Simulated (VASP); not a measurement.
The system is AlSiN.

```
Al Si N
1.0
     3.24119    0.00000    0.00000
     0.00000    3.24119    0.00000
     0.00000    0.00000    7.41266
Al Si N
2 2 2
Direct
  0.00000 0.50000 0.87510
  0.50000 0.00000 0.12490
  0.50000 0.00000 0.67318
  0.00000 0.50000 0.32682
  0.00000 0.00000 0.00000
  0.50000 0.50000 0.00000
```

```yaml
Program: VASP 6.6.1
Task: relaxation of cell and atoms
Functional: PBE
Potentials_or_basis: VASP PAW PBE potentials, release 64 (Al, Si, N)
Cutoff: 600 eV
k_mesh: 6 × 6 × 4
Occupations: gaussian, width 0.1 eV
Spin: no spin polarisation
```

At the start: pressure 20.7 GPa; volume 12.98 Å³/atom.

Problem. How do energy, volume and symmetry change on relaxing?

Solution. Over 28 steps the energy falls by 793.2 meV/atom and the volume is 17.16 Å³/atom (+32.2 %); space group P4/mmm (No. 123, to 0.05 Å).

Step by step:
```csv
step,energy change (eV),largest force (eV/Å),pressure (GPa),volume (Å³)
1,0.0000,2.3452,20.75,77.87
2,-0.6637,1.9887,-10.40,98.33
3,-0.9341,1.3561,-2.36,90.18
4,-1.3255,1.4251,-2.80,90.20
5,-2.5758,1.6384,-3.38,89.84
6,-4.1199,0.7481,-7.12,87.23
7,-4.3574,0.3759,6.94,79.31
8,-4.3853,0.4612,2.94,81.15
9,-4.4587,0.3791,2.64,82.17
10,-4.6131,0.1783,1.67,85.27
11,-4.6075,0.3444,-1.03,91.59
12,-4.6658,0.0560,0.63,88.18
13,-4.6663,0.0668,0.47,88.54
14,-4.6828,0.0530,0.52,89.65
15,-4.7157,0.0341,0.84,92.95
16,-4.6884,0.2054,1.64,99.31
17,-4.7209,0.0949,1.01,94.67
18,-4.7179,0.1824,-1.64,97.74
19,-4.7244,0.1316,-0.14,95.95
20,-4.7285,0.1336,-0.19,96.75
21,-4.7381,0.1344,-0.28,99.16
22,-4.7433,0.1223,-0.31,103.98
23,-4.7440,0.0629,1.30,102.93
24,-4.7459,0.0882,0.54,103.42
25,-4.7482,0.0794,0.45,103.43
26,-4.7534,0.0562,0.16,103.48
27,-4.7576,0.0189,-0.52,103.56
28,-4.7590,0.0164,0.01,102.96
```

Final structure:
```cif
data_structure
_symmetry_space_group_name_H-M 'P 1'
_symmetry_Int_Tables_number 1
_cell_length_a 3.7322
_cell_length_b 3.7322
_cell_length_c 7.3915
_cell_angle_alpha 90.000
_cell_angle_beta 90.000
_cell_angle_gamma 90.000
_cell_volume 102.96
loop_
_atom_site_label
_atom_site_type_symbol
_atom_site_fract_x
_atom_site_fract_y
_atom_site_fract_z
_atom_site_occupancy
Al1 Al 0.00000 0.50000 0.99917 1
Al2 Al 0.50000 0.00000 0.00083 1
Si1 Si 0.50000 0.00000 0.49862 1
Si2 Si 0.00000 0.50000 0.50138 1
N1 N 0.00000 0.00000 0.00000 1
N2 N 0.50000 0.50000 0.00000 1
```

Caveat: the volume moved by over 15 % at a fixed basis, so the end points are rough.
